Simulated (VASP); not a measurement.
## SnTe: single point with PBE

The system is SnTe.

```xyz
2
Lattice="0.0000 3.2083 3.2083 3.2083 0.0000 3.2083 3.2083 3.2083 0.0000" Properties=species:S:1:pos:R:3 pbc="T T T"
Sn    0.0000    0.0000    0.0000
Te    3.2083    3.2083    3.2083
```

```yaml
Program: VASP 6.6.1
Task: single point
Functional: PBE
Potentials_or_basis: VASP PAW PBE potentials, release 64 (Sn_d, Te)
Cutoff: 520 eV
k_mesh: 11 × 11 × 11
Occupations: fermi-dirac, width 0.08 eV
Spin: no spin polarisation
```

```yaml
Pressure: -0.2 GPa
```

Levels at points of the mesh, in eV from the Fermi level:
```csv
k point,band 7,band 8,band 9,band 10,band 11,band 12,band 13,band 14
"(0.00, 0.00, 0.00)",-4.88,-2.00,-2.00,-2.00,3.23,3.23,3.23,4.85
```

It took 72 s on 1 thread of Intel Xeon 8259CL (shared host), peak memory 0.24 GiB.

Caveat: this odd mesh misses L, so gap, dielectric constants and Born charges aren't listed; spin-orbit coupling is left out, which moves the levels of the heavy elements.
